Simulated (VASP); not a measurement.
## Ag: electric field gradients with PBE

Crystal: Ag.

```xyz
4
Lattice="2.9439 0.0000 0.0000 -1.4720 2.5495 0.0000 0.0000 0.0000 10.0000" Properties=species:S:1:pos:R:3 pbc="T T T"
Ag    0.0000    1.6997    2.5000
Ag    1.4720    0.8498    7.5000
Ag    0.0000    0.0000    0.0000
Ag    0.0000    0.0000    5.0000
```

This cell differs from its parent crystal: equal xx and yy strain of +2 %.

```
Program                : VASP 6.6.1
Task                   : electric field gradients
Functional             : PBE
Potentials or basis    : VASP PAW PBE potentials, release 64 (Ag)
Cutoff                 : 520 eV
k mesh                 : 14 × 14 × 4
Occupations            : fermi-dirac, width 0.08 eV
Spin                   : no spin polarisation
Dipole correction      : no
Further INCAR settings : ALGO = Normal; EDIFF = 1e-08; NBANDS = 30
```

| Quantity | Value |
| --- | --- |
| Pressure | -3.7 GPa |
| Band gap on the k mesh | zero (bands 22 and 23 overlap by 5.89 eV) |
| Largest electric field gradient by atom | Ag +7.2, +6.4 (each value once) V/Å² |

Stress tensor (GPa, compression positive):
```
-2.80  0.00  0.00
 0.00 -2.80  0.00
 0.00  0.00 -5.56
```

Levels at points of the mesh, in eV from the Fermi level:
| k point | band 20 | band 21 | band 22 | band 23 | band 24 | band 25 |
| --- | --- | --- | --- | --- | --- | --- |
| (0.00, 0.00, 0.00) | -3.29 | -3.29 | -2.98 | -2.98 | -0.37 | 2.63 |
| (0.50, 0.00, 0.00) | -2.74 | 0.11 | 0.94 | 1.07 | 1.59 | 3.96 |
| (0.00, 0.00, 0.50) | -3.10 | -3.10 | -3.10 | -2.35 | -2.35 | 5.37 |
| (0.50, 0.00, 0.50) | -2.75 | 0.44 | 0.44 | 1.45 | 1.45 | 4.38 |

Electric field gradients, principal values (V/Å²):
| atom | least | middle | greatest (by size) |
| --- | --- | --- | --- |
| 1 Ag | -3.574 | -3.576 | 7.150 |
| 2 Ag | -3.574 | -3.576 | 7.150 |
| 3 Ag | -3.182 | -3.184 | 6.367 |
| 4 Ag | -3.182 | -3.184 | 6.367 |

Wall time 2.7 min on 1 thread of AMD EPYC 7R13 Processor (Zen 3), with other jobs on the host, peak memory 0.25 GiB.

Caveat: the cell differs from its parent crystal (equal xx and yy strain of +2 %); the cell stands under tension; without QUAD_EFG the Cq values of the log hold for a quadrupole moment of 1 mb, not for the nuclei.
